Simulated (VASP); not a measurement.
# Pd (Fm-3m) in VASP: further runs

The runs below take Pd through single point, with PBE.

Everything below comes from runs of VASP 6.6.1. Logs are shortened: lines on timing, memory, paths and dates and some standing lists are left out, and cuts for length are marked.

## 1. The cell of the first run

It takes space group Fm-3m (No. 225, cubic). Conventional cell: a = 3.889 Å, b = 3.889 Å, c = 3.889 Å, α = 90.00°, β = 90.00°, γ = 90.00°. Pd (site symmetry m-3m) has 12 Pd at 2.75 Å within 3.6 Å.

## 2. Single point, PBE

INCAR reads:

```
SYSTEM = Pd
ALGO = Normal
EDIFF = 1E-6
ENCUT = 520
GGA = PE
ISIF = 2
ISMEAR = -1
LASPH = .TRUE.
LCHARG = .FALSE.
LREAL = .FALSE.
LWAVE = .FALSE.
NBANDS = 11
NELM = 60
PREC = Accurate
SIGMA = 0.06122561905347299
```

KPOINTS reads:

```
k-points
0
G
  47 47 47
  0 0 0
```

POSCAR reads:

```
Pd
1.0
    0.0000000000      1.9444484056      1.9444484056
    1.9444484056      0.0000000000      1.9444484056
    1.9444484056      1.9444484056      0.0000000000
Pd
1
Direct
    0.0000000000      0.0000000000      0.0000000000
```

Potentials or basis: VASP PAW PBE potentials, release 64 (Pd).

Command:

```bash
$ cat potpaw_PBE.64/Pd/POTCAR > POTCAR
$ mpirun -np 1 vasp_std > vasp.out
```

OUTCAR:

```text
SYSTEM = Pd
   EDIFF = 1E-6
   ENCUT = 520
   GGA = PE
   ISIF = 2
   ISMEAR = -1
   LASPH = .TRUE.
   LREAL = .FALSE.
   NELM = 60
   PREC = Accurate

 ion  position               nearest neighbor table
   1  0.000  0.000  0.000-

  LATTYP: Found a face centered cubic cell.
 ALAT       =     3.8888968112

  Lattice vectors:

 A1 = (   0.0000000000,   1.9444484056,   1.9444484056)
 A2 = (   1.9444484056,   0.0000000000,   1.9444484056)
 A3 = (   1.9444484056,   1.9444484056,   0.0000000000)

Analysis of symmetry for initial positions (statically):
=====================================================================
 Subroutine PRICEL returns:
 Original cell was already a primitive cell.

 Routine SETGRP: Setting up the symmetry group for a
 face centered cubic supercell.

 Subroutine GETGRP returns: Found 48 space group operations
 (whereof 48 operations were pure point group operations)
 out of a pool of 48 trial point group operations.

The static configuration has the point symmetry O_h .

Analysis of symmetry for dynamics (positions and initial velocities):
=====================================================================
 Subroutine PRICEL returns:
 Original cell was already a primitive cell.

 Routine SETGRP: Setting up the symmetry group for a
 face centered cubic supercell.

 Subroutine GETGRP returns: Found 48 space group operations
 (whereof 48 operations were pure point group operations)
 out of a pool of 48 trial point group operations.

The dynamic configuration has the point symmetry O_h .

 Subroutine INISYM returns: Found 48 space group operations
 (whereof 48 operations are pure point group operations),
 and found     1 'primitive' translations

----------------------------------------------------------------------------------------

                                     Primitive cell

  volume of cell :      14.7035

  direct lattice vectors                    reciprocal lattice vectors
     0.000000000  1.944448406  1.944448406    -0.257142333  0.257142333  0.257142333
     1.944448406  0.000000000  1.944448406     0.257142333 -0.257142333  0.257142333
     1.944448406  1.944448406  0.000000000     0.257142333  0.257142333 -0.257142333

  length of vectors
     2.749865307  2.749865307  2.749865307     0.445383586  0.445383586  0.445383586

  position of ions in fractional coordinates (direct lattice)
     0.000000000  0.000000000  0.000000000

  ion indices of the primitive-cell ions
   primitive index   ion index
                 1           1

----------------------------------------------------------------------------------------

 KPOINTS: k-points

Automatic generation of k-mesh.
 Grid dimensions read from file:
 generate k-points for:   47   47   47

 Generating k-lattice:

  Cartesian coordinates                     Fractional coordinates (reciprocal lattice)
    -0.005471113  0.005471113  0.005471113     0.021276596  0.000000000  0.000000000
     0.005471113 -0.005471113  0.005471113     0.000000000  0.021276596  0.000000000
     0.005471113  0.005471113 -0.005471113     0.000000000  0.000000000  0.021276596

  Length of vectors
     0.009476247  0.009476247  0.009476247

  Shift w.r.t. Gamma in fractional coordinates (k-lattice)
     0.000000000  0.000000000  0.000000000

 Subroutine IBZKPT returns following result:
 ===========================================

 Found   2600 irreducible k-points:

 Following reciprocal coordinates:
            Coordinates               Weight
  0.000000  0.000000  0.000000      1.000000
  0.021277  0.000000  0.000000      8.000000
  0.042553  0.000000  0.000000      8.000000
  0.063830  0.000000  0.000000      8.000000
  0.085106  0.000000  0.000000      8.000000
  0.106383  0.000000  0.000000      8.000000
[... 16 lines left out ...]
  0.468085  0.000000  0.000000      8.000000
  0.489362  0.000000  0.000000      8.000000
 [... further k-points ...]
   k-points           NKPTS =   2600   k-points in BZ     NKDIM =   2600   number of bands    NBANDS=     11
   number of dos      NEDOS =    301   number of ions     NIONS =      1
   total plane-waves  NPLWV =   8000
   dimension x,y,z NGX =    20 NGY =   20 NGZ =   20
   dimension x,y,z NGXF=    40 NGYF=   40 NGZF=   40
   ions per type =               1
   NGX,Y,Z   is equivalent  to a cutoff of  12.09, 12.09, 12.09 a.u.
   NGXF,Y,Z  is equivalent  to a cutoff of  24.18, 24.18, 24.18 a.u.
 SYSTEM =  Pd
   PREC   = accura    normal or accurate (medium, high low for compatibility)
   ISTART =      0    job   : 0-new  1-cont  2-samecut
   ICHARG =      2    charge: 1-file 2-atom 10-const
   ISPIN  =      1    spin polarized calculation?
   LNONCOLLINEAR =      F non collinear calculations
   LSORBIT =      F    spin-orbit coupling
   LASPH  =      T    aspherical Exc in radial PAW
   ENCUT  =  520.0 eV  38.22 Ry    6.18 a.u.   5.11  5.11  5.11*2*pi/ulx,y,z
   NELM   =     60;   NELMIN=  2; NELMDL= -5     # of ELM steps
   EDIFF  = 0.1E-05   stopping-criterion for ELM
   LREAL  =      F    real-space projection
   EDIFFG = 0.1E-04   stopping-criterion for IOM
   NSW    =      0    number of steps for IOM
   IBRION =     -1    ionic relax: 0-MD 1-quasi-New 2-CG
   NFREE  =      0    steps in history (QN), initial steepest desc. (CG)
   ISIF   =      2    stress and relaxation
   ISYM   =      2    0-nonsym 1-usesym 2-fastsym
   POTIM  = 0.5000    time-step for ionic-motion
   TEBEG  =    0.0;   TEEND  =   0.0 temperature during run
   PSTRESS=    0.0 pullay stress
   NELECT =      10.0000    total number of electrons
   NUPDOWN=      -1.0000    fix difference up-down
   EMIN   =  10.00;   EMAX   =-10.00  energy-range for DOS
   EFERMI =   0.00;   METHOD = LEGACY
   ISMEAR =    -1;   SIGMA  =   0.06  broadening in eV -4-tet -1-fermi 0-gaus
   EFERMI_NEDOS =   21; number of points for ismear=-14 and -15
   IALGO  =     38    algorithm
   IMIX   =      4    mixing-type and parameters
     AMIX     =   0.40;   BMIX     =  1.00
     AMIX_MAG =   1.60;   BMIX_MAG =  1.00
  volume/ion in A,a.u.               =      14.70        99.22
  Fermi-wavevector in a.u.,A,eV,Ry     =   1.439688  2.720616 28.200820  2.072702
  Thomas-Fermi vector in A             =   2.558516
   LORBIT       =      0    0 simple, 1 ext, 2 COOP (PROOUT), +10 PAW based schemes
   GGA     = PE    functional components
   LHFCALC =     F    Hartree Fock is set to
   AEXX    =    0.0000 exact exchange contribution
   IVDW    =     0    specifies the selected vdW correction
   LEPSILON=     F    determine dielectric tensor
   LRPA    =     F    only Hartree local field effects (RPA)
 non-spin polarized calculation
  energy-cutoff  :      520.00
  volume of cell :       14.70
 maximum number of plane-waves:       411
   NGX = 11   NGY = 11   NGZ = 11

 number of electron      10.0000000 magnetization

 Free energy of the ion-electron system (eV)
  ---------------------------------------------------
  ext. energy  EPLUGINS =         0.00000000
  ---------------------------------------------------
  free energy    TOTEN  =        -5.21771257 eV

  energy without entropy =       -5.19024389  energy(sigma->0) =       -5.20397823

 E-fermi :   9.8442     XC(G=0): -13.2049

 val. band max:        9.8441134078   @ k =  -0.4255   0.3404   0.0638
 cond. band min:       9.8442779193   @ k =   0.4894   0.1277   0.0000
 fundamental gap:      0.0001645115
 Fermi energy:         9.8441763793

 k-point     1 :       0.0000    0.0000    0.0000
  band No.  band energies     occupation
      1       2.6725      2.00000
      2       6.9836      2.00000
      3       6.9836      2.00000
      4       6.9836      2.00000
      5       8.6017      2.00000
      6       8.6017      2.00000
      7      27.0316      0.00000
      8      31.8264      0.00000
      9      31.8264      0.00000
     10      31.8264      0.00000
     11      36.0498      0.00000

 k-point     2 :       0.0213    0.0000    0.0000
  band No.  band energies     occupation
      1       2.6892      2.00000
      2       6.9775      2.00000
      3       6.9896      2.00000
      4       6.9896      2.00000
      5       8.5987      2.00000
      6       8.5987      2.00000
      7      27.0502      0.00000
      8      31.6997      0.00000
      9      31.8458      0.00000
     10      31.8458      0.00000
     11      36.0616      0.00000

 k-point     3 :       0.0426    0.0000    0.0000
  band No.  band energies     occupation
      1       2.7389      2.00000
      2       6.9594      2.00000
      3       7.0071      2.00000
      4       7.0071      2.00000
      5       8.5901      2.00000
      6       8.5901      2.00000
      7      27.1044      0.00000
      8      31.3538      0.00000
      9      31.9034      0.00000
     10      31.9034      0.00000
     11      36.0846      0.00000

 k-point     4 :       0.0638    0.0000    0.0000
  band No.  band energies     occupation
      1       2.8210      2.00000
      2       6.9309      2.00000
      3       7.0352      2.00000
      4       7.0352      2.00000
      5       8.5770      2.00000
      6       8.5770      2.00000
      7      27.1893      0.00000
      8      30.8597      0.00000
      9      31.9981      0.00000
     10      31.9981      0.00000
     11      36.1035      0.00000

 k-point     5 :       0.0851    0.0000    0.0000
  band No.  band energies     occupation
      1       2.9340      2.00000
      2       6.8939      2.00000
      3       7.0723      2.00000
      4       7.0723      2.00000
      5       8.5612      2.00000
      6       8.5612      2.00000
      7      27.2951      0.00000
      8      30.2807      0.00000
      9      32.1275      0.00000
     10      32.1275      0.00000
     11      36.1209      0.00000

 k-point     6 :       0.1064    0.0000    0.0000
  band No.  band energies     occupation
      1       3.0760      2.00000
      2       6.8518      2.00000
      3       7.1158      2.00000
      4       7.1158      2.00000
      5       8.5455      2.00000
      6       8.5455      2.00000
      7      27.4039      0.00000
      8      29.6637      0.00000
      9      32.2884      0.00000
     10      32.2884      0.00000
     11      36.1248      0.00000

 k-point     7 :       0.1277    0.0000    0.0000
  band No.  band energies     occupation
      1       3.2438      2.00000
      2       6.8089      2.00000
      3       7.1625      2.00000
      4       7.1625      2.00000
      5       8.5336      2.00000
      6       8.5336      2.00000
      7      27.4761      0.00000
      8      29.0573      0.00000
      9      32.4761      0.00000
     10      32.4761      0.00000
     11      36.6449      0.00000

 k-point     8 :       0.1489    0.0000    0.0000
  band No.  band energies     occupation
      1       3.4330      2.00000
      2       6.7708      2.00000
      3       7.2079      2.00000
      4       7.2079      2.00000
      5       8.5298      2.00000
      6       8.5298      2.00000
      7      27.4069      0.00000
      8      28.5620      0.00000
      9      32.6845      0.00000
     10      32.6845      0.00000
     11      36.3036      0.00000
[... 141 lines left out ...]
 k-point    19 :       0.3830    0.0000    0.0000
  band No.  band energies     occupation
      1       4.5971      2.00000
      2       7.0449      2.00000
      3       7.0449      2.00000
      4       9.1217      1.99999
      5       9.4848      1.99437
      6       9.4848      1.99437
      7      19.5910      0.00000
      8      26.8816      0.00000
      9      31.8925      0.00000
     10      31.8925      0.00000
     11      36.1290      0.00000

 k-point    20 :       0.4043    0.0000    0.0000
  band No.  band energies     occupation
      1       4.5760      2.00000
      2       7.0105      2.00000
      3       7.0105      2.00000
      4       9.5721      1.97677
      5       9.5860      1.97093
      6       9.5860      1.97093
      7      18.9138      0.00000
      8      26.7237      0.00000
      9      31.6035      0.00000
     10      31.6035      0.00000
     11      36.8747      0.00000

 k-point    21 :       0.4255    0.0000    0.0000
  band No.  band energies     occupation
      1       4.5550      2.00000
      2       6.9816      2.00000
      3       6.9816      2.00000
      4       9.6717      1.88727
      5       9.6717      1.88727
      6      10.0007      0.14387
      7      18.3048      0.00000
      8      26.5938      0.00000
      9      31.3624      0.00000
     10      31.3624      0.00000
     11      36.0987      0.00000

 k-point    22 :       0.4468    0.0000    0.0000
  band No.  band energies     occupation
      1       4.5372      2.00000
      2       6.9591      2.00000
      3       6.9591      2.00000
      4       9.7387      1.69691
      5       9.7387      1.69691
      6      10.3780      0.00033
      7      17.7926      0.00000
      8      26.4946      0.00000
      9      31.1761      0.00000
     10      31.1761      0.00000
     11      36.1012      0.00000

 k-point    23 :       0.4681    0.0000    0.0000
  band No.  band energies     occupation
      1       4.5243      2.00000
      2       6.9438      2.00000
      3       6.9438      2.00000
      4       9.7848      1.44999
      5       9.7848      1.44999
      6      10.6662      0.00000
      7      17.4147      0.00000
      8      26.4276      0.00000
      9      31.0493      0.00000
     10      31.0493      0.00000
     11      36.1011      0.00000

 k-point    24 :       0.4894    0.0000    0.0000
  band No.  band energies     occupation
      1       4.5175      2.00000
      2       6.9361      2.00000
      3       6.9361      2.00000
      4       9.8083      1.28474
      5       9.8083      1.28474
      6      10.8246      0.00000
      7      17.2114      0.00000
      8      26.3939      0.00000
      9      30.9852      0.00000
     10      30.9852      0.00000
     11      36.1037      0.00000

 [... further k-points ...]
[... 5 lines left out ...]
  --------------------------------------------------------------------------------------
  -------------------------------------------------------------------------------------
  Total        0.6923678      0.6923678      0.6923678     -0.0000000      0.0000000      0.0000000
  in kB       75.4445976     75.4445976     75.4445976     -0.0000000      0.0000000      0.0000000
  external PRESSURE =      75.4445976 kB  Pullay stress =       0.0000000 kB

 VOLUME and BASIS-vectors are now :
 -----------------------------------------------------------------------------
  energy-cutoff  :      520.00
  volume of cell :       14.70
      direct lattice vectors                 reciprocal lattice vectors
     0.000000000  1.944448406  1.944448406    -0.257142333  0.257142333  0.257142333
     1.944448406  0.000000000  1.944448406     0.257142333 -0.257142333  0.257142333
     1.944448406  1.944448406  0.000000000     0.257142333  0.257142333 -0.257142333

 POSITION                                       TOTAL-FORCE (eV/Angst)
 -----------------------------------------------------------------------------------
      0.00000      0.00000      0.00000         0.000000     -0.000000     -0.000000
 -----------------------------------------------------------------------------------
    total drift:                               -0.000000     -0.000000     -0.000000

  FREE ENERGIE OF THE ION-ELECTRON SYSTEM (eV)
  ---------------------------------------------------
  free  energy   TOTEN  =        -5.2177125664 eV

  energy  without entropy=       -5.1902438905  energy(sigma->0) =       -5.20397823
```

Wall time 4.7 min (1 thread of AMD EPYC 7R43 (Zen 3), shared host); peak memory 0.45 GiB.

What came out:

- Free energy: -5.2177 eV
- Pressure: 7.5 GPa
- Band gap on the k mesh: zero (band 5 reaches 10.13 eV, above the bottom of band 6 at 8.53 eV)

Levels at points of the mesh, in eV from the Fermi level:
```csv
k point,band 2,band 3,band 4,band 5,band 6,band 7,band 8,band 9
"(0.00, 0.00, 0.00)",-2.86,-2.86,-2.86,-1.24,-1.24,17.19,21.98,21.98
```

## 3. Single point, PBE

This run uses another cell than the first one, of 15.01 Å³/atom, 1.021 times its volume.

INCAR reads:

```
SYSTEM = Pd
PREC = Accurate
ENCUT = 520
EDIFF = 1E-7
ISMEAR = -1
SIGMA = 0.06122561905347299
LREAL = .FALSE.
LASPH = .TRUE.
NELM = 60
ALGO = Normal
ISIF = 2
LWAVE = .FALSE.
LCHARG = .FALSE.
GGA = PE
NBANDS = 11
```

KPOINTS reads:

```
regular mesh
0
G
  47 47 47
  0 0 0
```

POSCAR reads:

```
Pd
1.0
    0.0000000000      1.9578588184      1.9578588184
    1.9578588184      0.0000000000      1.9578588184
    1.9578588184      1.9578588184      0.0000000000
Pd
1
Direct
    0.0000000000      0.0000000000      0.0000000000
```

Potentials or basis: VASP PAW PBE potentials, release 64 (Pd).

Command:

```bash
$ cat potpaw_PBE.64/Pd/POTCAR > POTCAR
$ mpirun -np 1 vasp_std > vasp.out
```

It took 8.6 min on 1 thread of AMD EPYC 7R43 (Zen 3), shared host; peak memory 0.48 GiB.

It converged, with:

```yaml
Free_energy: -5.2283 eV
Pressure: 3.5 GPa
Band_gap_on_the_k_mesh: zero (band 5 reaches 9.77 eV, above the bottom of band 6 at 8.23 eV)
```

Levels at points of the mesh, in eV from the Fermi level:
```csv
k point,band 3,band 4,band 5,band 6,band 7,band 8
"(0.00, 0.00, 0.00)",-2.77,-2.77,-1.20,-1.20,17.18,21.85
```
